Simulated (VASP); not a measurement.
# LiF in VASP: notebook, part 2 of 2

VASP 6.6.1. Earlier steps stand in the parts before.

### Step 3. G0W0 quasiparticle levels, PBE

This run uses another cell than the first one, of 10.07 Å³/atom.

File POSCAR:

```
LiF
1.0
   -0.0340233966      2.1427563089      2.1427563089
    2.1427563089     -0.0340233966      2.1427563089
    2.1427563089      2.1427563089     -0.0340233966
Li F
1 1
Direct
   -0.0014544759     -0.0014544759     -0.0014544759
    0.2514544759      0.2514544759      0.2514544759
```

File INCAR.step1:

```
ALGO = Normal
EDIFF = 1E-8
ENCUT = 500
GGA = PE
ISMEAR = 0
LASPH = T
LCHARG = F
LREAL = F
LWAVE = T
NELM = 100
PREC = Accurate
SIGMA = 0.01
```

File INCAR.step2:

```
ALGO = Exact
EDIFF = 1E-8
ENCUT = 500
GGA = PE
ISMEAR = 0
ISTART = 1
LASPH = T
LCHARG = F
LOPTICS = T
LREAL = F
LWAVE = T
NBANDS = 88
NELM = 1
PREC = Accurate
SIGMA = 0.01
```

File INCAR.step3:

```
ALGO = EVGW0
EDIFF = 1E-8
ENCUT = 500
ENCUTGW = 150.0
GGA = PE
ISMEAR = 0
ISTART = 1
LASPH = T
LCHARG = F
LREAL = F
LWAVE = F
NBANDS = 88
NBANDSGW = 12
NELMGW = 1
NOMEGA = 96
OMEGAMAX = 20
PREC = Accurate
PRECFOCK = Fast
SIGMA = 0.01
```

File KPOINTS:

```
k-points
0
Gamma
  6 6 6
```

Potentials or basis: VASP PAW PBE potentials, release 64 (Li_GW, F_GW).

The run is started by

```console
> cat potpaw_PBE.64/Li_GW/POTCAR potpaw_PBE.64/F_GW/POTCAR > POTCAR
> cp INCAR.step1 INCAR
> mpirun -np 1 vasp_std > vasp.out
> cp INCAR.step2 INCAR
> mpirun -np 1 vasp_std > vasp.out
> cp INCAR.step3 INCAR
> mpirun -np 1 vasp_std > vasp.out
```

OUTCAR:

```text
EDIFF = 1E-8
   ENCUT = 500
   ENCUTGW = 150.0
   GGA = PE
   ISMEAR = 0
   ISTART = 1
   LASPH = T
   LREAL = F
   NELMGW = 1
   PREC = Accurate
   PRECFOCK = Fast

 ion  position               nearest neighbor table
   1  0.999  0.999  0.999-   2 1.86   2 1.87   2 1.87   2 1.87
   2  0.251  0.251  0.251-   1 1.86   1 1.87   1 1.87   1 1.87

  LATTYP: Found a trigonal (rhomboedric) cell.
 ALAT       =     3.0305060287
 COS(alpha) =     0.4840606467

  Lattice vectors:

 A1 = (  -0.0340233966,   2.1427563089,   2.1427563089)
 A2 = (   2.1427563089,  -0.0340233966,   2.1427563089)
 A3 = (   2.1427563089,   2.1427563089,  -0.0340233966)

Analysis of symmetry for initial positions (statically):
=====================================================================
 Subroutine PRICEL returns:
 Original cell was already a primitive cell.

 Routine SETGRP: Setting up the symmetry group for a
 trigonal (rhombohedral) supercell.

 Subroutine GETGRP returns: Found  6 space group operations
 (whereof  6 operations were pure point group operations)
 out of a pool of 12 trial point group operations.

The static configuration has the point symmetry C_3v.

Analysis of symmetry for dynamics (positions and initial velocities):
=====================================================================
 Subroutine PRICEL returns:
 Original cell was already a primitive cell.

 Routine SETGRP: Setting up the symmetry group for a
 trigonal (rhombohedral) supercell.

 Subroutine GETGRP returns: Found  6 space group operations
 (whereof  6 operations were pure point group operations)
 out of a pool of 12 trial point group operations.

The dynamic configuration has the point symmetry C_3v.

 Subroutine INISYM returns: Found  6 space group operations
 (whereof  6 operations are pure point group operations),
 and found     1 'primitive' translations

----------------------------------------------------------------------------------------

                                     Primitive cell

  volume of cell :      20.1451

  direct lattice vectors                    reciprocal lattice vectors
    -0.034023397  2.142756309  2.142756309    -0.227858909  0.231535304  0.231535304
     2.142756309 -0.034023397  2.142756309     0.231535304 -0.227858909  0.231535304
     2.142756309  2.142756309 -0.034023397     0.231535304  0.231535304 -0.227858909

  length of vectors
     3.030506029  3.030506029  3.030506029     0.398919637  0.398919637  0.398919637

  position of ions in fractional coordinates (direct lattice)
     0.998545524  0.998545524  0.998545524
     0.251454476  0.251454476  0.251454476

  ion indices of the primitive-cell ions
   primitive index   ion index
[... 23 lines left out ...]

 Subroutine IBZKPT returns following result:
 ===========================================

 Found     32 irreducible k-points:

 Following reciprocal coordinates:
            Coordinates               Weight
  0.000000  0.000000  0.000000      1.000000
  0.166667 -0.000000 -0.000000      6.000000
  0.333333  0.000000  0.000000      6.000000
  0.500000  0.000000  0.000000      3.000000
  0.166667  0.166667 -0.000000      6.000000
  0.333333  0.166667 -0.000000     12.000000
[... 16 lines left out ...]
  0.500000  0.500000  0.166667      6.000000
 -0.333333  0.500000  0.166667     12.000000
 [... further k-points ...]
   k-points           NKPTS =     32   k-points in BZ     NKDIM =    216   number of bands    NBANDS=     88
   number of dos      NEDOS =    301   number of ions     NIONS =      2
   total plane-waves  NPLWV =  13824
   dimension x,y,z NGX =    24 NGY =   24 NGZ =   24
   dimension x,y,z NGXF=    48 NGYF=   48 NGZF=   48
   ions per type =               1   1
   NGX,Y,Z   is equivalent  to a cutoff of  13.17, 13.17, 13.17 a.u.
   NGXF,Y,Z  is equivalent  to a cutoff of  26.33, 26.33, 26.33 a.u.
 SYSTEM =  unknown system
   PREC   = accura    normal or accurate (medium, high low for compatibility)
   ISTART =      1    job   : 0-new  1-cont  2-samecut
   ICHARG =      0    charge: 1-file 2-atom 10-const
   ISPIN  =      1    spin polarized calculation?
   LNONCOLLINEAR =      F non collinear calculations
   LSORBIT =      F    spin-orbit coupling
   LASPH  =      T    aspherical Exc in radial PAW
   ENCUT  =  500.0 eV  36.75 Ry    6.06 a.u.   5.53  5.53  5.53*2*pi/ulx,y,z
   NELM   =     60;   NELMIN=  2; NELMDL=  0     # of ELM steps
   EDIFF  = 0.1E-07   stopping-criterion for ELM
   LREAL  =      F    real-space projection
   EDIFFG = 0.1E-06   stopping-criterion for IOM
   NSW    =      0    number of steps for IOM
   IBRION =     -1    ionic relax: 0-MD 1-quasi-New 2-CG
   NFREE  =      0    steps in history (QN), initial steepest desc. (CG)
   ISIF   =      0    stress and relaxation
   ISYM   =      3    0-nonsym 1-usesym 2-fastsym
   POTIM  = 0.5000    time-step for ionic-motion
   TEBEG  =    0.0;   TEEND  =   0.0 temperature during run
   PSTRESS=    0.0 pullay stress
   NELECT =       8.0000    total number of electrons
   NUPDOWN=      -1.0000    fix difference up-down
   EMIN   =  10.00;   EMAX   =-10.00  energy-range for DOS
   EFERMI =   0.00;   METHOD = LEGACY
   ISMEAR =     0;   SIGMA  =   0.01  broadening in eV -4-tet -1-fermi 0-gaus
   EFERMI_NEDOS =   21; number of points for ismear=-14 and -15
   IALGO  =     38    algorithm
   IMIX   =      4    mixing-type and parameters
     AMIX     =   0.40;   BMIX     =  1.00
     AMIX_MAG =   1.60;   BMIX_MAG =  1.00
  volume/ion in A,a.u.               =      10.07        67.97
  Fermi-wavevector in a.u.,A,eV,Ry     =   1.203321  2.273947 19.700982  1.447981
  Thomas-Fermi vector in A             =   2.339078
   LORBIT       =      0    0 simple, 1 ext, 2 COOP (PROOUT), +10 PAW based schemes
   GGA     = PE    functional components
   LHFCALC =     T    Hartree Fock is set to
   PRECFOCK=fast      Normal, Fast or Accurate (Low or Medium for compatibility)
   ENCUT4O =  -1.0   cutoff for four orbital integrals eV
   NKREDX  =     1    reduce k-point grid by
   NKREDY  =     1    reduce k-point grid by
   NKREDZ  =     1    reduce k-point grid by
   AEXX    =    1.0000 exact exchange contribution
   HFSCREEN=    0.0000 screening length (either q_TF or 0.3 A-1)
   HFSCREENC=   0.0000 screening length for correlation (either q_TF or 0.3 A-1)
   ENCUTFOCK=  -1.0 apply spherical cutoff to Coloumb kernel
   IVDW    =     0    specifies the selected vdW correction
   LEPSILON=     F    determine dielectric tensor
   LRPA    =     F    only Hartree local field effects (RPA)
   LRPAFORCE           =     F    calculate RPA forces
   ENCUTGW             = 150.0    cutoff for response function in eV
   ENCUTGWSOFT         = 120.0    soft cutoff for Coulomb kernel in GW response function in eV
   ENCUTLF             =  -1.0    cutoff for local field effects
   NELMGW              =     1    number of iterations in solving QP/BSE equation
   NELMHF              =     1    number of iterations in the inner HF iteration
   NKREDLFX            =     1    NKREDLFY  =   1   NKREDLFZ  =   1
 non-spin polarized calculation
 Gauss-broadening in eV      SIGMA  =   0.01
  energy-cutoff  :      500.00
  volume of cell :       20.15
 maximum number of plane-waves:       531
 NGX is ok and might be reduce to    24
  NGX = 14; NGY = 14; NGZ = 14
   NGX = 11   NGY = 11   NGZ = 11
 maximum number of plane-waves:        92
 NGX is ok and might be reduce to    14

 QP shifts <psi_nk| G(iteration)W_0 |psi_nk>: iteration 1
 for sc-GW calculations column KS-energies equals QP-energies in previous step
 and V_xc(KS)=  KS-energies - (<T + V_ion + V_H > + <T+V_H+V_ion>^1  + <V_x>^1)

 k-point   1 :       0.0000    0.0000    0.0000
  band No.  KS-energies  QP-energies   sigma(KS)   V_xc(KS)     V^pw_x(r,r')   Z            occupation Imag(sigma)

      1     -23.7532     -27.7408     -28.2656     -22.6411     -36.7985       0.7090       2.0000       0.7932
      2      -4.4378      -7.2876     -25.9956     -22.4823     -30.3648       0.8112       2.0000       0.0360
      3      -4.4378      -7.2876     -25.9956     -22.4823     -30.3648       0.8112       2.0000       0.0360
      4      -4.3573      -7.1819     -26.0729     -22.5811     -30.4603       0.8089       2.0000       0.0359
      5       3.3941       4.8052      -6.6553      -8.2363      -4.0306       0.8925       0.0000      -0.0335
      6      14.7367      17.0592      -5.0566      -7.6835      -1.9194       0.8841       0.0000      -0.0488
      7      14.7367      17.0592      -5.0566      -7.6835      -1.9194       0.8841       0.0000      -0.0488
      8      15.2426      17.6093      -5.0412      -7.7225      -1.8806       0.8827       0.0000      -0.0526
      9      23.3818      24.8042      -5.4768      -7.0521      -1.6142       0.9030       0.0000      -0.5703
     10      23.3818      24.8042      -5.4768      -7.0521      -1.6142       0.9030       0.0000      -0.5703
     11      23.7357      25.1812      -5.2568      -6.8166      -1.4553       0.9267       0.0000      -0.5982
     12      24.7410      26.7896      -6.0614      -8.4511      -2.4680       0.8573       0.0000      -0.3548
[... 356 lines left out ...]
      1     -23.4757     -27.1875     -28.7433     -23.1454     -37.2579       0.6631       2.0000       0.6823
      2      -5.8161      -8.9501     -23.8279     -19.9180     -28.0280       0.8015       2.0000       0.0429
      3      -5.3119      -8.3264     -24.4528     -20.7055     -28.6817       0.8044       2.0000       0.0392
      4      -5.1645      -8.1971     -24.8771     -21.1076     -29.1733       0.8045       2.0000       0.0384
      5       7.1613       8.7299      -6.1385      -7.9082      -3.4454       0.8863       0.0000      -0.0367
      6      11.1328      13.1374      -8.2690     -10.5955      -5.3769       0.8616       0.0000      -0.0483
      7      12.8933      15.1187      -6.5775      -9.1570      -3.3536       0.8627       0.0000      -0.0554
      8      15.4135      17.7543      -7.9432     -10.7333      -4.5604       0.8390       0.0000      -0.0986
      9      17.8541      20.1660      -5.5654      -8.2230      -2.2008       0.8699       0.0000      -0.0965
     10      24.1225      26.7398      -6.6927      -9.6278      -2.9462       0.8917       0.0000      -0.4582
     11      25.5131      27.4442      -5.6598      -7.9380      -1.9239       0.8476       0.0000      -0.4079
     12      28.6054      31.4353      -6.2218      -9.2766      -2.6658       0.9264       0.0000      -0.5315

 [... further k-points ...]
```

It took 5 min on 1 thread of AMD EPYC 9R45 (Zen 5), shared host; peak memory 0.42 GiB.

Results:

| Property | Result |
| --- | --- |
| Quasiparticle gap | 11.99 eV |
| Least direct quasiparticle gap | 11.99 eV |
| Band gap of the starting levels on the mesh | 7.75 eV |
| Least direct gap of the starting levels on the mesh | 7.75 eV |

Caveat: the k points lie up to 0.42 Å⁻¹ apart; the cutoff is under 1.25 times the usual one of these potentials, so pressure, stress and relaxed cells hold a basis-set (Pulay) error; bands, screening cutoff and mesh are small and nothing is extrapolated, so the quasiparticle values aren't converged; the structure was generated, so it needn't be the stable form of LiF.
